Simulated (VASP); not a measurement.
Wanted: the native input for a VASP 6.6.1 run.

- Task: single point
- Functional: LDA
- Potentials or basis: VASP PAW LDA potentials, release 64 (Cd)
- Cutoff: 520 eV
- k mesh: 13 × 13 × 1
- Occupations: fermi-dirac, width 0.08 eV
- Spin: no spin polarisation
- Dipole correction: yes
- Further INCAR settings: ALGO = Normal; EDIFF = 1e-06; NBANDS = 19

The structure of Cd lies in POSCAR:

```
Cd
1.0
    2.9258525262      0.0000000000      0.0000000000
   -1.4629262631      2.5338626154      0.0000000000
    0.0000000000      0.0000000000     18.6812000000
Cd
2
Direct
    0.8333333333      0.1666666667      0.4288660676
    0.1666666667      0.8333333333      0.5711339324
```

One way to write it, as run:

INCAR

```
SYSTEM = Cd
PREC = Accurate
ENCUT = 520
EDIFF = 1E-6
ISMEAR = -1
SIGMA = 0.08
LREAL = .False.
LASPH = .True.
NELM = 100
ALGO = Normal
ISIF = 2
LWAVE = .False.
LCHARG = .True.
LDIPOL = .True.
IDIPOL = 3
DIPOL = 0.5 0.5 0.500
GGA = CA
LELF = .True.
LVHAR = .True.
LVACPOTAV = .True.
NBANDS = 19
```

KPOINTS

```
regular mesh
0
Gamma
  13 13 1
  0 0 0
```

Potentials or basis: VASP PAW LDA potentials, release 64 (Cd).

Command:

```bash
$ cat potpaw_LDA.64/Cd/POTCAR > POTCAR
$ mpirun -np 1 vasp_std > vasp.out
```

Results of the run:

| Item | Value |
| --- | --- |
| Largest force | 0.028 eV/Å |
| Band gap on the k mesh | zero (bands 12 and 13 overlap by 2.96 eV) |

It took 82 s on 1 thread of AMD EPYC 7R43 64-Core Processor (Zen 3), on a shared host, peak memory 0.19 GiB.
